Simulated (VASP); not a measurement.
# S (Fm-3m) in VASP: further runs, part 2 of 2

VASP 6.6.1. Earlier steps stand in the parts before.

### 4 Single point, PBEsol

This run uses another cell than the first one, of 14.90 Å³/atom, 1.172 times its volume.

The input, INCAR:

```
ALGO = Normal
EDIFF = 1E-6
ENCUT = 520
GGA = PS
ISIF = 2
ISMEAR = 0
LASPH = True
LCHARG = True
LELF = True
LREAL = False
LVHAR = True
LWAVE = False
NBANDS = 9
NELM = 80
PREC = Accurate
SIGMA = 0.05
```

The input, KPOINTS:

```
k-points
0
Gamma
  9 9 9
```

The input, POSCAR:

```
S
1.0
    0.0000000000      1.9531897324      1.9531897324
    1.9531897324      0.0000000000      1.9531897324
    1.9531897324      1.9531897324      0.0000000000
S
1
Direct
    0.0000000000      0.0000000000      0.0000000000
```

Started as:

```sh
cat potpaw_PBE.64/S/POTCAR > POTCAR
mpirun -np 1 vasp_std > vasp.out
```

Run time: 2.9 s. Hardware: 1 thread of Intel Xeon Platinum 8375C at 2.90GHz (Ice Lake), shared host; peak memory 0.13 GiB.

It converged, with:

```
Free energy            : -3.3497 eV
Pressure               : 0.0 GPa
Band gap on the k mesh : zero (band 3 reaches 11.86 eV, above the bottom of band 4 at 6.01 eV)
```

Levels at points of the mesh, in eV from the Fermi level:
```tsv
k point	band 1	band 2	band 3	band 4	band 5	band 6	band 7	band 8
(0.00, 0.00, 0.00)	-17.31	3.61	3.61	3.61	12.19	12.19	12.19	15.26
```

Caveat: the PAW data sets were made with another functional, which shifts forces and pressure a little.

### 5 Single point, PBEsol

This run uses another cell than the first one, of 13.57 Å³/atom, 1.067 times its volume.

The input, INCAR:

```
SYSTEM = S
ALGO = Normal
EDIFF = 1E-6
ENCUT = 520
GGA = PS
ISIF = 2
ISMEAR = 0
LASPH = .TRUE.
LCHARG = .FALSE.
LREAL = .FALSE.
LWAVE = .FALSE.
NBANDS = 9
NELM = 100
PREC = Accurate
SIGMA = 0.05
```

The input, KPOINTS:

```
k-points
0
G
  9 9 9
  0 0 0
```

The input, POSCAR:

```
S
1.0
    0.0000000000      1.8932786233      1.8932786233
    1.8932786233      0.0000000000      1.8932786233
    1.8932786233      1.8932786233      0.0000000000
S
1
Direct
    0.0000000000      0.0000000000      0.0000000000
```

Potentials or basis: VASP PAW PBE potentials, release 64 (S).

Started as:

```sh
cat potpaw_PBE.64/S/POTCAR > POTCAR
mpirun -np 1 vasp_std > vasp.out
```

OUTCAR:

```text
SYSTEM = S
   EDIFF = 1E-6
   ENCUT = 520
   GGA = PS
   ISIF = 2
   ISMEAR = 0
   LASPH = .TRUE.
   LREAL = .FALSE.
   NELM = 100
   PREC = Accurate

 ion  position               nearest neighbor table
   1  0.000  0.000  0.000-

  LATTYP: Found a face centered cubic cell.
 ALAT       =     3.7865572466

  Lattice vectors:

 A1 = (   0.0000000000,   1.8932786233,   1.8932786233)
 A2 = (   1.8932786233,   0.0000000000,   1.8932786233)
 A3 = (   1.8932786233,   1.8932786233,   0.0000000000)

Analysis of symmetry for initial positions (statically):
=====================================================================
 Subroutine PRICEL returns:
 Original cell was already a primitive cell.

 Routine SETGRP: Setting up the symmetry group for a
 face centered cubic supercell.

 Subroutine GETGRP returns: Found 48 space group operations
 (whereof 48 operations were pure point group operations)
 out of a pool of 48 trial point group operations.

The static configuration has the point symmetry O_h .

Analysis of symmetry for dynamics (positions and initial velocities):
=====================================================================
 Subroutine PRICEL returns:
 Original cell was already a primitive cell.

 Routine SETGRP: Setting up the symmetry group for a
 face centered cubic supercell.

 Subroutine GETGRP returns: Found 48 space group operations
 (whereof 48 operations were pure point group operations)
 out of a pool of 48 trial point group operations.

The dynamic configuration has the point symmetry O_h .

 Subroutine INISYM returns: Found 48 space group operations
 (whereof 48 operations are pure point group operations),
 and found     1 'primitive' translations

----------------------------------------------------------------------------------------

                                     Primitive cell

  volume of cell :      13.5729

[... 103 lines left out ...]
   IALGO  =     38    algorithm
   IMIX   =      4    mixing-type and parameters
     AMIX     =   0.40;   BMIX     =  1.00
     AMIX_MAG =   1.60;   BMIX_MAG =  1.00
  volume/ion in A,a.u.               =      13.57        91.59
  Fermi-wavevector in a.u.,A,eV,Ry     =   1.247098  2.356674 21.160521  1.555254
  Thomas-Fermi vector in A             =   2.381246
   LORBIT       =      0    0 simple, 1 ext, 2 COOP (PROOUT), +10 PAW based schemes
   GGA     = PS    functional components
   LHFCALC =     F    Hartree Fock is set to
   AEXX    =    0.0000 exact exchange contribution
   IVDW    =     0    specifies the selected vdW correction
   LEPSILON=     F    determine dielectric tensor
   LRPA    =     F    only Hartree local field effects (RPA)
 non-spin polarized calculation
 Gauss-broadening in eV      SIGMA  =   0.05
  energy-cutoff  :      520.00
  volume of cell :       13.57
 maximum number of plane-waves:       375
   NGX =  9   NGY =  9   NGZ =  9

 number of electron       6.0000002 magnetization

 Free energy of the ion-electron system (eV)
  ---------------------------------------------------
  ext. energy  EPLUGINS =         0.00000000
  ---------------------------------------------------
  free energy    TOTEN  =        -3.31135177 eV

  energy without entropy =       -3.31037570  energy(sigma->0) =       -3.31086374

 E-fermi :   9.7013     XC(G=0): -12.0391

 val. band max:        9.6769019223   @ k =   0.3333   0.3333   0.0000
 cond. band min:       9.9893922433   @ k =   0.2222   0.2222   0.0000
 fundamental gap:      0.3124903210
 Fermi energy:         9.7013222893

 k-point     1 :       0.0000    0.0000    0.0000
  band No.  band energies     occupation
      1      -8.6336      2.00000
      2      13.9177      0.00000
      3      13.9177      0.00000
      4      13.9177      0.00000
      5      21.9602      0.00000
      6      21.9602      0.00000
      7      21.9602      0.00000
      8      26.6407      0.00000
      9      28.1181      0.00000
[... 265 lines left out ...]
 k-point    24 :       0.4444    0.4444    0.0000
  band No.  band energies     occupation
      1      -1.9947      2.00000
      2       2.9438      2.00000
      3       8.9182      2.00000
      4       8.9182      2.00000
      5      14.8931      0.00000
      6      14.9999      0.00000
      7      33.0186      0.00000
      8      34.0302      0.00000
      9      34.0302      0.00000

 [... further k-points ...]
[... 5 lines left out ...]
  --------------------------------------------------------------------------------------
  -------------------------------------------------------------------------------------
  Total        0.8531007      0.8531007      0.8531007     -0.0000000     -0.0000000      0.0000000
  in kB      100.7018192    100.7018192    100.7018192     -0.0000000     -0.0000000      0.0000000
  external PRESSURE =     100.7018192 kB  Pullay stress =       0.0000000 kB

 VOLUME and BASIS-vectors are now :
 -----------------------------------------------------------------------------
  energy-cutoff  :      520.00
  volume of cell :       13.57
      direct lattice vectors                 reciprocal lattice vectors
     0.000000000  1.893278623  1.893278623    -0.264092138  0.264092138  0.264092138
     1.893278623  0.000000000  1.893278623     0.264092138 -0.264092138  0.264092138
     1.893278623  1.893278623  0.000000000     0.264092138  0.264092138 -0.264092138

 POSITION                                       TOTAL-FORCE (eV/Angst)
 -----------------------------------------------------------------------------------
      0.00000      0.00000      0.00000         0.000000     -0.000000      0.000000
 -----------------------------------------------------------------------------------
    total drift:                                0.000000      0.000000     -0.000000

  FREE ENERGIE OF THE ION-ELECTRON SYSTEM (eV)
  ---------------------------------------------------
  free  energy   TOTEN  =        -3.3113517723 eV

  energy  without entropy=       -3.3103757028  energy(sigma->0) =       -3.31086374
```

OSZICAR:

```text
N       E                     dE             d eps       ncg     rms          rms(c)
DAV:   1     0.771630965808E+01    0.77163E+01   -0.30844E+03   630   0.572E+02
DAV:   2    -0.308631575703E+01   -0.10803E+02   -0.10348E+02   971   0.818E+01
DAV:   3    -0.331513713222E+01   -0.22882E+00   -0.22822E+00   744   0.973E+00
DAV:   4    -0.331558111401E+01   -0.44398E-03   -0.44395E-03   889   0.486E-01
DAV:   5    -0.331558147705E+01   -0.36304E-06   -0.36263E-06   725   0.111E-02    0.106E+01
DAV:   6    -0.331212669612E+01    0.34548E-02   -0.41902E-03   675   0.345E-01    0.638E+00
DAV:   7    -0.331144415165E+01    0.68254E-03   -0.64587E-03   659   0.438E-01    0.150E-01
DAV:   8    -0.331135138005E+01    0.92772E-04   -0.31831E-04   677   0.977E-02    0.228E-02
DAV:   9    -0.331135177233E+01   -0.39228E-06   -0.28277E-06   757   0.126E-02
   1 F= -.33113518E+01 E0= -.33108637E+01  d E =-.976070E-03
```

Run time: 2.5 s. Hardware: 1 thread of Intel Xeon Platinum 8375C at 2.90GHz (Ice Lake), shared host; peak memory 0.12 GiB.

Results:

- Free energy: -3.3114 eV
- Pressure: 10.1 GPa
- Band gap on the k mesh: zero (band 3 reaches 13.92 eV, above the bottom of band 4 at 7.08 eV)

Levels at points of the mesh, in eV from the Fermi level:
| k point | band 1 | band 2 | band 3 | band 4 | band 5 | band 6 | band 7 |
| --- | --- | --- | --- | --- | --- | --- | --- |
| (0.00, 0.00, 0.00) | -18.33 | 4.22 | 4.22 | 4.22 | 12.26 | 12.26 | 12.26 |

Caveat: the PAW data sets were made with another functional, which shifts forces and pressure a little.

### 6 Summary

```csv
cell,gap on the mesh (eV),pressure (GPa)
"a = 2.620 Å, angles 60.0°, 1 atom",none,20.1
"a = 2.575 Å, angles 60.0°, 1 atom",none,30.0
"a = 2.762 Å, angles 60.0°, 1 atom",none,0.0
"a = 2.678 Å, angles 60.0°, 1 atom",none,10.1
```

Alike in all rows: task single point; level PBEsol; potentials or basis VASP PAW PBE potentials, release 64 (S); no spin polarisation; k mesh 9 × 9 × 9; cutoff (eV) 520; smearing gaussian 0.05 eV.

Caveats: the PAW data sets were made with another functional, which shifts forces and pressure a little.

Absolute energies hang on the potentials; compare differences alone.
